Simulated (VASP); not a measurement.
Input of a VASP 6.6.1 run:

INCAR

```
SYSTEM = MgS
ALGO     = Normal         ! electronic algorithm
EDIFF    = 1E-7           ! SCF threshold, eV
ENCUT    = 520            ! plane-wave cutoff, eV
ISIF     = 2              ! what is computed and relaxed
ISMEAR   = 0              ! smearing method
LASPH    = .True.         ! aspherical terms in the spheres
LCHARG   = .False.        ! write CHGCAR
LREAL    = .False.        ! projectors in reciprocal space
LWAVE    = .False.        ! write WAVECAR
NBANDS   = 11             ! bands
NELM     = 100            ! most SCF steps
PREC     = Accurate       ! precision mode
SIGMA    = 0.01           ! smearing width, eV
```

File KPOINTS:

```
k-points
0
Gamma
  8 8 8
  0 0 0
```

POSCAR

```
MgS
1.0
    2.4819229728      2.4819229728      0.0000000000
   -2.4819229728      2.4819229728      0.0000000000
    0.0000000000      2.4819229728      2.4819229728
Mg S
1 1
Direct
    0.0000000000      0.0000000000      0.0000000000
    0.5000000000      0.5000000000      0.0000000000
```

Potentials or basis: VASP PAW LDA potentials, release 64 (Mg, S).

Launch:

```console
$ cat potpaw_LDA.64/Mg/POTCAR potpaw_LDA.64/S/POTCAR > POTCAR
$ mpirun -np 1 vasp_std > vasp.out
```

(1) Estimate the band gap on the k mesh.

(2) What does it give for the pressure?

Answers

(1) 2.85 eV, indirect (least direct gap 4.71 eV).

(2) 9.4 GPa.
